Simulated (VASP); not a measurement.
## Li4Ge2B: relaxation of cell and atoms with PBE

Crystal: Li4Ge2B.

```
Li Ge B
1.0
     2.23015    1.28758    6.10657
    -2.23015    1.28758    6.10657
     0.00000   -2.57516    6.10657
Li Ge B
4 2 1
Cartesian
  0.0000 0.0000 3.0044
  0.0000 0.0000 5.4849
  0.0000 0.0000 0.0605
  0.0000 0.0000 8.4087
  0.0000 0.0000 10.8645
  0.0000 0.0000 13.4384
  0.0000 0.0000 16.0407
```

| Property | Result |
| --- | --- |
| Program | VASP 6.6.1 |
| Task | relaxation of cell and atoms |
| Functional | PBE |
| Potentials or basis | VASP PAW PBE potentials, release 64 (Li_sv, Ge_d, B) |
| Cutoff | 600 eV |
| k mesh | 6 × 6 × 6 |
| Occupations | gaussian, width 0.1 eV |
| Spin | no spin polarisation |
| Dipole correction | no |
| Further INCAR settings | ALGO = Normal; EDIFF = 1e-06; IBRION = 2; EDIFFG = -0.04; NSW = 60; ISIF = 3 |

```json
{
  "Relaxed volume": "13.39 Å³/atom",
  "Relaxed cell": "a = 7.007 Å, b = 7.007 Å, c = 7.007 Å, α = 33.57°, β = 33.57°, γ = 33.57°",
  "Space group after relaxing (to 0.1 Å)": "R3m (No. 160)",
  "Energy gained by relaxing": "112.2 meV/atom",
  "Ionic steps": "19",
  "Pressure after relaxing": "0.0 GPa",
  "Largest force after relaxing": "0.029 eV/Å",
  "Band gap on the k mesh": "zero (an odd number of electrons rules out a gap without spin polarisation)"
}
```

Forces in eV/Å, atoms in the order of the input:
```
Li   0.000  0.000  0.007
Li   0.000  0.000 -0.009
Li   0.000  0.000  0.016
Li   0.000  0.000 -0.004
Ge   0.000  0.000 -0.029
Ge   0.000  0.000  0.017
B    0.000  0.000  0.002
```

Stress tensor (GPa, compression positive):
```
 0.04  0.00  0.00
 0.00  0.04  0.00
 0.00  0.00 -0.04
```

Step by step:
| step | energy change (eV) | largest force (eV/Å) | pressure (GPa) | volume (Å³) |
| --- | --- | --- | --- | --- |
| 1 | 0.0000 | 0.9716 | -3.10 | 105.21 |
| 2 | -0.2445 | 0.7366 | -2.32 | 100.83 |
| 3 | -0.5470 | 0.4708 | 0.54 | 92.17 |
| 4 | -0.5652 | 0.6163 | 2.73 | 88.31 |
| 5 | -0.5692 | 0.5600 | 2.05 | 89.31 |
| 6 | -0.6501 | 0.4391 | 0.71 | 91.24 |
| 7 | -0.7065 | 0.3338 | -0.82 | 94.09 |
| 8 | -0.7126 | 0.2921 | -1.23 | 95.19 |
| 9 | -0.7470 | 0.2093 | -0.16 | 93.26 |
| 10 | -0.7517 | 0.2740 | 0.56 | 92.23 |
| 11 | -0.7734 | 0.1204 | 0.62 | 92.04 |
| 12 | -0.7745 | 0.0866 | 0.66 | 91.98 |
| 13 | -0.7812 | 0.0928 | -0.32 | 93.80 |
| 14 | -0.7812 | 0.0928 | -0.22 | 93.76 |
| 15 | -0.7839 | 0.0527 | -0.05 | 93.57 |
| 16 | -0.7841 | 0.0459 | 0.01 | 93.51 |
| 17 | -0.7849 | 0.0576 | 0.09 | 93.46 |
| 18 | -0.7849 | 0.0526 | 0.09 | 93.46 |
| 19 | -0.7854 | 0.0292 | 0.01 | 93.71 |

Final structure:
```
CELL_PARAMETERS angstrom
2.02356 1.16830 6.60631
-2.02356 1.16830 6.60631
0.00000 -2.33661 6.60631
ATOMIC_POSITIONS crystal
Li 0.16449 0.16449 0.16449
Li 0.31411 0.31411 0.31411
Li 0.02080 0.02080 0.02080
Li 0.44961 0.44961 0.44962
Ge 0.57662 0.57662 0.57662
Ge 0.74416 0.74416 0.74416
B 0.85811 0.85811 0.85811
```

Levels at points of the mesh, in eV from the Fermi level:
| k point | band 18 | band 19 | band 20 | band 21 | band 22 | band 23 | band 24 | band 25 |
| --- | --- | --- | --- | --- | --- | --- | --- | --- |
| (0.00, 0.00, 0.00) | -0.92 | -0.92 | 0.33 | 0.70 | 0.70 | 0.81 | 2.41 | 2.41 |
| (0.50, 0.00, 0.00) | -4.08 | -3.05 | -2.62 | -0.88 | -0.67 | 0.69 | 1.69 | 3.52 |
| (0.50, 0.50, 0.00) | -3.69 | -2.87 | -2.43 | -1.92 | 0.18 | 0.85 | 2.11 | 2.11 |
| (0.50, 0.50, 0.50) | -2.35 | -1.09 | -1.09 | 0.56 | 1.40 | 1.40 | 1.89 | 1.89 |

It took 21 min on 1 thread of Intel(R) Xeon(R) 6975P-C (Granite Rapids), on a shared host, peak memory 0.51 GiB.

Caveat: the cutoff is under 1.25 times the usual one of these potentials, so pressure, stress and relaxed cells hold a basis-set (Pulay) error.
